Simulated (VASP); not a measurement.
A run of VASP 6.6.1 is set up as follows.

Contents of INCAR:

```
PREC     = Accurate       # precision mode
ENCUT    = 600            # plane-wave cutoff, eV
EDIFF    = 1E-6           # SCF threshold, eV
ISMEAR   = 0              # smearing method
SIGMA    = 0.02           # smearing width, eV
LREAL    = F              # projectors in reciprocal space
LASPH    = T              # aspherical terms in the spheres
NELM     = 120            # most SCF steps
ALGO     = Normal         # electronic algorithm
ISIF     = 2              # what is computed and relaxed
LWAVE    = F              # write WAVECAR
LCHARG   = F              # write CHGCAR
GGA      = CA             # functional
NBANDS   = 11             # bands
GGA_COMPAT= F
```

KPOINTS

```
Automatic mesh
0
Gamma
  10 10 10
```

The input POSCAR:

```
AlN
1.0
    0.0000000000      2.1710498760      2.1710498760
    2.1710498760      0.0000000000      2.1710498760
    2.1710498760      2.1710498760      0.0000000000
Al N
1 1
Direct
    0.0000000000      0.0000000000      0.0000000000
    0.2500000000      0.2500000000      0.2500000000
```

Potentials or basis: VASP PAW LDA potentials, release 64 (Al, N).

Command:

```sh
$ cat potpaw_LDA.64/Al/POTCAR potpaw_LDA.64/N/POTCAR > POTCAR
$ mpirun -np 1 vasp_std > vasp.out
```

What does it give for the band gap on the k mesh?

3.23 eV, indirect (least direct gap 4.39 eV).

Predict the pressure.

0.6 GPa.

A k mesh can miss the band edges. As with any semilocal functional, this LDA gap is likely too small.
